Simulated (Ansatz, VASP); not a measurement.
Two plane-wave programs on W8C8N

```
W C N
1.0
    -2.85980   -4.95332    0.00000
     4.28970   -2.47666    0.00000
     0.00000    0.00000    5.61100
W C N
8 8 1
Direct
  0.74979 0.50601 0.00679
  0.74966 0.46094 0.50661
  0.50117 0.99889 0.00686
  0.47925 0.01714 0.50668
  0.24973 0.49893 0.00683
  0.24965 0.50934 0.50683
  0.99811 0.99902 0.00683
  0.02017 0.01729 0.50678
  0.49225 0.66287 0.24936
  0.49213 0.66278 0.76422
  0.24961 0.17526 0.24988
  0.24974 0.17493 0.76365
  0.00730 0.66286 0.24922
  0.00754 0.66285 0.76452
  0.74957 0.16667 0.24488
  0.74964 0.16696 0.76863
  0.74978 0.82365 0.50803
```

Alike in both runs: functional PBE; dispersion D3(BJ); k mesh 2 × 2 × 2; occupations fermi-dirac, width 0.15 eV; no spin polarisation.

Ansatz relaxed the structure, and its values are those at the end. VASP's run is a single point on that final structure, the one shown.

|  | VASP | Ansatz |
| --- | --- | --- |
| version | VASP 6.6.1 | Ansatz 0.2.0 |
| potentials or method | VASP PAW PBE potentials, release 64 (W_sv, C, N), cutoff 520 eV | scalar-relativistic, plane waves, PAW |
| valence electrons in the cell | 149 | 149 |

Ansatz gave:

- rms of the force components (eV/Å): 0.025

What did VASP give for the same quantities?

rms of the force components (eV/Å): 0.038.

The k mesh is coarse, so the values compare programs but aren't converged. Spin-orbit coupling is off throughout.
